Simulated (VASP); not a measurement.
Wanted: the native input for a VASP 6.6.1 run.

```yaml
Task: single point
Functional: PBEsol
Potentials_or_basis: VASP PAW PBE potentials, release 64 (Pb_d, Se)
Cutoff: 520 eV
k_mesh: 6 × 6 × 6
Occupations: fermi-dirac, width 0.05 eV
Spin: no spin polarisation
Dipole_correction: no
Further_INCAR_settings: ALGO = Normal; EDIFF = 1e-06; NBANDS = 17
```

The structure of PbSe (Clausthalite) lies in POSCAR:

```
PbSe
1.0
    0.0000000000      3.0606500000      3.0606500000
    3.0606500000      0.0000000000      3.0606500000
    3.0606500000      3.0606500000      0.0000000000
Pb Se
1 1
Direct
    0.0000000000      0.0000000000      0.0000000000
    0.5000000000      0.5000000000      0.5000000000
```

One way to write it, as run:

INCAR

```
ALGO = Normal
EDIFF = 1E-6
ENCUT = 520
GGA = PS
ISIF = 2
ISMEAR = -1
LASPH = True
LCHARG = True
LELF = True
LREAL = False
LVHAR = True
LWAVE = False
NBANDS = 17
NELM = 80
PREC = Accurate
SIGMA = 0.05
```

KPOINTS

```
k-points
0
Gamma
  6 6 6
```

Potentials or basis: VASP PAW PBE potentials, release 64 (Pb_d, Se).

Launch:

```sh
$ cat potpaw_PBE.64/Pb_d/POTCAR potpaw_PBE.64/Se/POTCAR > POTCAR
$ mpirun -np 1 vasp_std > vasp.out
```

Results of the run:

```
Pressure               : -0.6 GPa
Band gap on the k mesh : 0.21 eV, direct
```

Caveat: the PAW data sets were made with another functional, which shifts forces and pressure a little; spin-orbit coupling is left out, which moves the levels of the heavy elements.

Run time: 17 s on 1 thread of AMD EPYC 7R43 64-Core Processor (Zen 3), on a shared host, peak memory 0.14 GiB.
